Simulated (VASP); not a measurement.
# Zn7S8 (a cell with a defect) in VASP: single point with r2SCAN

Aim: the single point of Zn7S8 (a cell with a defect) with r2SCAN.

Program: VASP 6.6.1. These are calculated values, not measurements. Logs are shortened: lines on timing, memory, paths and dates and some standing lists are left out, and cuts for length are marked.

**1. The cell of the first run**

The cell holds a defect, 15 atoms: a = 7.620 Å, b = 7.620 Å, c = 7.620 Å, α = 60.00°, β = 60.00°, γ = 60.00°.

**2. Single point, r2SCAN**

Input file POSCAR:

```
Zn7S8
1.0
    0.0000000000      5.3884039933     -5.3884039933
    5.3884039933      5.3884039933      0.0000000000
    5.3884039933      0.0000000000     -5.3884039933
Zn S
7 8
Direct
   -0.0402072674     -0.2097929185      0.4597931044
    0.4483468580      0.0211596978      0.5093337477
    0.5372291134      0.4739289228      0.5149132291
    0.0093337471      0.0211596978      0.9483468586
    0.0149134141      0.4739287372      1.0372291140
    0.4948407735     -0.0041644984      0.9948407741
    0.4948407735      0.5144829533      0.9948407741
    0.1185074469      0.0926734522      0.1430002281
    0.1185073541      0.6458187813      0.1430003209
    0.6144757342      0.1355242667      0.1144757336
    0.6370126487      0.6129873529      0.1370126481
    0.0968610558      0.1531389445      0.5968610564
    0.1693378969      0.5806621040      0.6693378975
    0.6430003215      0.0926733594      0.6185073547
    0.6430004143      0.6458188741      0.6185072619
```

Input file INCAR.step1:

```
PREC = Accurate ; ENCUT = 520
ISMEAR = 0 ; SIGMA = 0.02
LREAL = Auto ; LASPH = T
NELM = 80 ; NBANDS = 79
NELECT = 134.0 ; GGA = PE
ALGO = Normal ; EDIFF = 1E-4
LWAVE = T ; LCHARG = F
```

Input file INCAR.step2:

```
PREC = Accurate ; ENCUT = 520
EDIFF = 1E-7 ; ISMEAR = 0
SIGMA = 0.02 ; LREAL = Auto
LASPH = T ; NELM = 80
ALGO = Normal ; ISIF = 2
LWAVE = F ; LCHARG = F
METAGGA = R2SCAN ; LMIXTAU = T
NBANDS = 79 ; NELECT = 134.0
ISTART = 1
```

Input file KPOINTS:

```
regular mesh
0
Gamma
  2 2 2
```

Potentials or basis: VASP PAW PBE potentials, release 64 (Zn, S).

Started as:

```bash
> cat potpaw_PBE.64/Zn/POTCAR potpaw_PBE.64/S/POTCAR > POTCAR
> cp INCAR.step1 INCAR
> mpirun -np 1 vasp_std > vasp.out
> cp INCAR.step2 INCAR
> mpirun -np 1 vasp_std > vasp.out
```

OUTCAR:

```text
PREC = Accurate
   ENCUT = 520
   EDIFF = 1E-7
   ISMEAR = 0
   LREAL = Auto
   LASPH = T
   NELM = 80
   ISIF = 2
   METAGGA = R2SCAN
   NELECT = 134.0
   ISTART = 1

 ion  position               nearest neighbor table
   1  0.960  0.790  0.460-  13 2.26  15 2.63  14 2.63   9 2.63   8 2.63
   2  0.448  0.021  0.509-  12 2.20  14 2.38  15 2.38  10 2.47
   3  0.537  0.474  0.515-  13 2.30  11 2.36  15 2.39  14 2.39
   4  0.009  0.021  0.948-  12 2.20   8 2.38   9 2.38  10 2.47
   5  0.015  0.474  0.037-  13 2.30  11 2.36   9 2.39   8 2.39
   6  0.495  0.996  0.995-   8 2.35  14 2.35  10 2.36  11 2.39
   7  0.495  0.514  0.995-   9 2.35  15 2.35  10 2.36  11 2.39
   8  0.119  0.093  0.143-   6 2.35   4 2.38   5 2.39   1 2.63
   9  0.119  0.646  0.143-   7 2.35   4 2.38   5 2.39   1 2.63
  10  0.614  0.136  0.114-   6 2.36   7 2.36   4 2.47   2 2.47
  11  0.637  0.613  0.137-   3 2.36   5 2.36   6 2.39   7 2.39
  12  0.097  0.153  0.597-   4 2.20   2 2.20
  13  0.169  0.581  0.669-   1 2.26   5 2.30   3 2.30
  14  0.643  0.093  0.619-   6 2.35   2 2.38   3 2.39   1 2.63
  15  0.643  0.646  0.619-   7 2.35   2 2.38   3 2.39   1 2.63

  LATTYP: Found a face centered cubic cell.
 ALAT       =    10.7768079866

  Lattice vectors:

 A1 = (   0.0000000000,   5.3884039933,  -5.3884039933)
 A2 = (   5.3884039933,   5.3884039933,   0.0000000000)
 A3 = (   5.3884039933,   0.0000000000,  -5.3884039933)

Analysis of symmetry for initial positions (statically):
=====================================================================
 Subroutine PRICEL returns:
 Original cell was already a primitive cell.

 Routine SETGRP: Setting up the symmetry group for a
 face centered cubic supercell.

 Subroutine GETGRP returns: Found  4 space group operations
 (whereof  2 operations were pure point group operations)
 out of a pool of 48 trial point group operations.

The static configuration has the point symmetry C_1h.
 The point group associated with its full space group is C_2v.

Analysis of symmetry for dynamics (positions and initial velocities):
=====================================================================
 Subroutine PRICEL returns:
 Original cell was already a primitive cell.

 Routine SETGRP: Setting up the symmetry group for a
 face centered cubic supercell.

 Subroutine GETGRP returns: Found  4 space group operations
 (whereof  2 operations were pure point group operations)
 out of a pool of 48 trial point group operations.

The dynamic configuration has the point symmetry C_1h.
 The point group associated with its full space group is C_2v.

 Subroutine INISYM returns: Found  4 space group operations
 (whereof  2 operations are pure point group operations),
 and found     1 'primitive' translations

----------------------------------------------------------------------------------------

                                     Primitive cell

  volume of cell :     312.9035

  direct lattice vectors                    reciprocal lattice vectors
     0.000000000  5.388403993 -5.388403993    -0.092791855  0.092791855 -0.092791855
     5.388403993  5.388403993  0.000000000     0.092791855  0.092791855  0.092791855
     5.388403993  0.000000000 -5.388403993     0.092791855 -0.092791855 -0.092791855

  length of vectors
     7.620354007  7.620354007  7.620354007     0.160720207  0.160720207  0.160720207

  position of ions in fractional coordinates (direct lattice)
     0.959792733  0.790207082  0.459793104
     0.448346858  0.021159698  0.509333748
     0.537229113  0.473928923  0.514913229
     0.009333747  0.021159698  0.948346859
     0.014913414  0.473928737  0.037229114
     0.494840774  0.995835502  0.994840774
     0.494840774  0.514482953  0.994840774
     0.118507447  0.092673452  0.143000228
     0.118507354  0.645818781  0.143000321
     0.614475734  0.135524267  0.114475734
     0.637012649  0.612987353  0.137012648
     0.096861056  0.153138945  0.596861056
     0.169337897  0.580662104  0.669337898
     0.643000321  0.092673359  0.618507355
     0.643000414  0.645818874  0.618507262

  ion indices of the primitive-cell ions
   primitive index   ion index
                 1           1
                 2           2
                 3           3
                 4           4
                 5           5
                 6           6
                 7           7
                 8           8
                 9           9
                10          10
                11          11
                12          12
                13          13
                14          14
                15          15

----------------------------------------------------------------------------------------

 KPOINTS: regular mesh

Automatic generation of k-mesh.
 Grid dimensions read from file:
 generate k-points for:    2    2    2

 Generating k-lattice:

  Cartesian coordinates                     Fractional coordinates (reciprocal lattice)
    -0.046395927  0.046395927 -0.046395927     0.500000000  0.000000000  0.000000000
     0.046395927  0.046395927  0.046395927     0.000000000  0.500000000  0.000000000
     0.046395927 -0.046395927 -0.046395927     0.000000000  0.000000000  0.500000000

  Length of vectors
     0.080360103  0.080360103  0.080360103

  Shift w.r.t. Gamma in fractional coordinates (k-lattice)
     0.000000000  0.000000000  0.000000000

 Subroutine IBZKPT returns following result:
 ===========================================

 Found      5 irreducible k-points:

 Following reciprocal coordinates:
            Coordinates               Weight
  0.000000  0.000000  0.000000      1.000000
  0.500000  0.000000  0.000000      2.000000
  0.000000  0.500000  0.000000      2.000000
  0.500000  0.500000  0.000000      2.000000
  0.500000  0.000000  0.500000      1.000000
   k-points           NKPTS =      5   k-points in BZ     NKDIM =      5   number of bands    NBANDS=     79
   number of dos      NEDOS =    301   number of ions     NIONS =     15
   total plane-waves  NPLWV = 216000
   dimension x,y,z NGX =    60 NGY =   60 NGZ =   60
   dimension x,y,z NGXF=   120 NGYF=  120 NGZF=  120
   ions per type =               7   8
   NGX,Y,Z   is equivalent  to a cutoff of  13.09, 13.09, 13.09 a.u.
   NGXF,Y,Z  is equivalent  to a cutoff of  26.18, 26.18, 26.18 a.u.
 SYSTEM =  unknown system
   PREC   = accura    normal or accurate (medium, high low for compatibility)
   ISTART =      1    job   : 0-new  1-cont  2-samecut
   ICHARG =      0    charge: 1-file 2-atom 10-const
   ISPIN  =      1    spin polarized calculation?
   LNONCOLLINEAR =      F non collinear calculations
   LSORBIT =      F    spin-orbit coupling
   LASPH  =      T    aspherical Exc in radial PAW
   ENCUT  =  520.0 eV  38.22 Ry    6.18 a.u.  14.17 14.17 14.17*2*pi/ulx,y,z
   NELM   =     80;   NELMIN=  2; NELMDL=  0     # of ELM steps
   EDIFF  = 0.1E-06   stopping-criterion for ELM
   LREAL  =      T    real-space projection
   EDIFFG = 0.1E-05   stopping-criterion for IOM
   NSW    =      0    number of steps for IOM
   IBRION =     -1    ionic relax: 0-MD 1-quasi-New 2-CG
   NFREE  =      0    steps in history (QN), initial steepest desc. (CG)
   ISIF   =      2    stress and relaxation
   ISYM   =      2    0-nonsym 1-usesym 2-fastsym
   POTIM  = 0.5000    time-step for ionic-motion
   TEBEG  =    0.0;   TEEND  =   0.0 temperature during run
   PSTRESS=    0.0 pullay stress
   NELECT =     134.0000    total number of electrons
   NUPDOWN=      -1.0000    fix difference up-down
   EMIN   =  10.00;   EMAX   =-10.00  energy-range for DOS
   EFERMI =   0.00;   METHOD = LEGACY
   ISMEAR =     0;   SIGMA  =   0.02  broadening in eV -4-tet -1-fermi 0-gaus
   EFERMI_NEDOS =   21; number of points for ismear=-14 and -15
   IALGO  =     38    algorithm
   IMIX   =      4    mixing-type and parameters
     AMIX     =   0.40;   BMIX     =  1.00
     AMIX_MAG =   1.60;   BMIX_MAG =  1.00
  volume/ion in A,a.u.               =      20.86       140.77
  Fermi-wavevector in a.u.,A,eV,Ry     =   1.233975  2.331874 20.717506  1.522694
  Thomas-Fermi vector in A             =   2.368684
   LORBIT       =      0    0 simple, 1 ext, 2 COOP (PROOUT), +10 PAW based schemes
   METAGGA = R2SCAN    functional components
   LHFCALC =     F    Hartree Fock is set to
   AEXX    =    0.0000 exact exchange contribution
   IVDW    =     0    specifies the selected vdW correction
   LEPSILON=     F    determine dielectric tensor
   LRPA    =     F    only Hartree local field effects (RPA)
 non-spin polarized calculation
 Gauss-broadening in eV      SIGMA  =   0.02
  energy-cutoff  :      520.00
  volume of cell :      312.90
 maximum number of plane-waves:      8424
 NGX is ok and might be reduce to    60
   NGX = 29   NGY = 29   NGZ = 29

 number of electron     133.9999995 magnetization

 Free energy of the ion-electron system (eV)
  ---------------------------------------------------
  ext. energy  EPLUGINS =         0.00000000
  ---------------------------------------------------
  free energy    TOTEN  =      -132.57835644 eV

  energy without entropy =     -132.57835644  energy(sigma->0) =     -132.57835644

 E-fermi :   2.6848     XC(G=0): -10.1340

 val. band max:        2.5609082119   @ k =   0.0000   0.0000   0.0000
 cond. band min:       3.3363995191   @ k =   0.0000   0.0000   0.0000
 fundamental gap:      0.7754913072
 Fermi energy:         2.6847557264

 k-point     1 :       0.0000    0.0000    0.0000
  band No.  band energies     occupation
      1     -12.0546      2.00000
      2     -11.2589      2.00000
      3     -11.0588      2.00000
      4     -11.0015      2.00000
      5     -10.8924      2.00000
      6     -10.5917      2.00000
[... 71 lines left out ...]
     78       7.4260      0.00000
     79       8.0447      0.00000
[... 326 lines left out ...]
     78       8.0150      0.00000
     79       8.4037      0.00000

------------------------ aborting loop because EDIFF is reached ----------------------------------------

  FORCE on cell =-STRESS in cart. coord.  units (eV):
  Direction    XX          YY          ZZ          XY          YZ          ZX
  --------------------------------------------------------------------------------------
  -------------------------------------------------------------------------------------
  Total        9.9330766      9.9330766     13.0446092     -0.9166216      0.0000000     -0.0000000
  in kB       50.8608864     50.8608864     66.7930401     -4.6934289      0.0000000     -0.0000000
  external PRESSURE =      56.1716043 kB  Pullay stress =       0.0000000 kB

 VOLUME and BASIS-vectors are now :
 -----------------------------------------------------------------------------
  energy-cutoff  :      520.00
  volume of cell :      312.90
      direct lattice vectors                 reciprocal lattice vectors
     0.000000000  5.388403993 -5.388403993    -0.092791855  0.092791855 -0.092791855
     5.388403993  5.388403993  0.000000000     0.092791855  0.092791855  0.092791855
     5.388403993  0.000000000 -5.388403993     0.092791855 -0.092791855 -0.092791855

 POSITION                                       TOTAL-FORCE (eV/Angst)
 -----------------------------------------------------------------------------------
      6.73551      9.42971     -7.64930        -0.000000     -0.000000     -0.009016
      2.85851      2.52989     -5.16037         0.003034     -0.003034      0.023853
      5.32828      5.44853     -5.66937         0.008355     -0.008355     -0.007370
      5.22409      0.16431     -5.16037        -0.003034      0.003034      0.023853
      2.75433      2.63408     -0.28097        -0.008355      0.008355     -0.007370
     10.72657      8.03237     -8.02701        -0.005464     -0.005464     -0.011859
      8.13285      5.43864     -8.02701         0.005464      0.005464     -0.011859
      1.26991      1.13793     -1.40911         0.017730      0.006898     -0.002398
      4.25048      4.11850     -1.40911        -0.006898     -0.017730     -0.002398
      1.34710      4.04130     -3.92789         0.000000      0.000000     -0.008161
      4.04130      6.73551     -4.17076         0.000000      0.000000      0.020952
      4.04130      1.34710     -3.73805         0.000000      0.000000      0.014621
      6.73550      4.04130     -4.51912         0.000000      0.000000     -0.018053
      3.83213      3.96411     -6.79751         0.006898      0.017730     -0.002398
      6.81270      6.94468     -6.79751        -0.017730     -0.006898     -0.002398
 -----------------------------------------------------------------------------------
    total drift:                                0.000857      0.000121      0.017272

  FREE ENERGIE OF THE ION-ELECTRON SYSTEM (eV)
  ---------------------------------------------------
  free  energy   TOTEN  =      -132.5783564398 eV

  energy  without entropy=     -132.5783564398  energy(sigma->0) =     -132.57835644
```

Run time: 7.9 min. Hardware: 1 thread of Intel Xeon 6975P-C (Granite Rapids), shared host; peak memory 0.56 GiB.

What came out:

```
Free energy   : -132.5784 eV
Largest force : 0.024 eV/Å
```

Forces on the atoms (eV/Å):
```
Zn   0.000  0.000 -0.009
Zn   0.003 -0.003  0.024
Zn   0.008 -0.008 -0.007
Zn  -0.003  0.003  0.024
Zn  -0.008  0.008 -0.007
Zn  -0.005 -0.005 -0.012
Zn   0.005  0.005 -0.012
S    0.018  0.007 -0.002
S   -0.007 -0.018 -0.002
S    0.000  0.000 -0.008
S    0.000  0.000  0.021
S    0.000  0.000  0.015
S    0.000  0.000 -0.018
S    0.007  0.018 -0.002
S   -0.018 -0.007 -0.002
```

Caveat: the k points lie up to 0.50 Å⁻¹ apart; the cell carries a net charge on a neutralising background, which shifts energy and pressure; the cell is charged against a uniform background, so pressure and absolute levels hang on convention; the PAW data sets were made with another functional, which shifts forces and pressure a little.
